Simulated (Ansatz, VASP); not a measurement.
## One calculation of Cu, two programs

File INCAR:

```
SYSTEM = Cu
ALGO = Fast ; EDIFF = 1E-6
ENCUT = 520 ; GGA = PE
ISIF = 2 ; ISMEAR = 0
LASPH = .TRUE. ; LCHARG = .TRUE.
LELF = .TRUE. ; LREAL = .FALSE.
LVHAR = .TRUE. ; LWAVE = .FALSE.
NBANDS = 18 ; NELM = 80
PREC = Accurate ; SIGMA = 0.15
```

Contents of KPOINTS:

```
k-points
0
G
  18 18 18
  0 0 0
```

Contents of POSCAR:

```
Cu
1.0
    1.1023907521     -3.8091872976      0.0000000000
    1.1023907521      3.8091872976      0.0000000000
    0.0000000000      0.0000000000      2.5142119659
Cu
2
Direct
    0.1340351705      0.8659648295      0.2500000000
    0.8659648295      0.1340351705      0.7500000000
```

Input for Ansatz:

```yaml
crystal:
  lattice:
    - [1.1023907521, -3.8091872976, 0.0]
    - [1.1023907521, 3.8091872976, 0.0]
    - [0.0, 0.0, 2.5142119659]
  atoms:
    - { symbol: Cu, position: [0.1340351705, 0.8659648295, 0.25] }
    - { symbol: Cu, position: [0.8659648295, 0.1340351705, 0.75] }
basis:
  ecutwfc: 520.0
kpoints:
  mp_grid: { grid: [18, 18, 18] }
hamiltonian:
  xc: pbe
  pseudopotentials: { kind: paw, azcp: { folder: soft_1 } }
scf:
  occupations: { method: gaussian, width: 0.15 }
output:
  forces: true
  stress: true
  eigenvalues: true
```

Change from the starting cell: normal strain along x -0.1100, normal strain along y -0.0550.

Alike in both runs: task single point; functional PBE; k mesh 18 × 18 × 18; occupations gaussian, width 0.15 eV; no spin polarisation.

```csv
,VASP,Ansatz
version,VASP 6.6.1,Ansatz 0.2.0
potentials or method,"VASP PAW PBE potentials, release 64 (Cu), cutoff 520 eV","scalar-relativistic, plane waves, PAW"
valence electrons in the cell,22,38
```

```tsv
	VASP	Ansatz	Ansatz less VASP
gap on the k mesh at the Fermi level (eV)	none	none	-
pressure (GPa)	37.7	36.7	-0.97
traceless stress, the component that is largest in VASP (GPa)	27.66	27.83	+0.170
rms of the force components (eV/Å)	0.297	0.290	-0.0062
```

Atom by atom the forces differ by 0.006 eV/Å (rms over components). A gap of «none» marks a metal or a gap that the smearing closes. Both programs put the cell under a high pressure, so it lies far from rest at this level. With one functional, cell and mesh, what is left measures potentials, basis and numerics. VASP's potentials hold 22 valence electrons a cell and Ansatz's 38, so a difference there can come from the potentials and not from the codes.
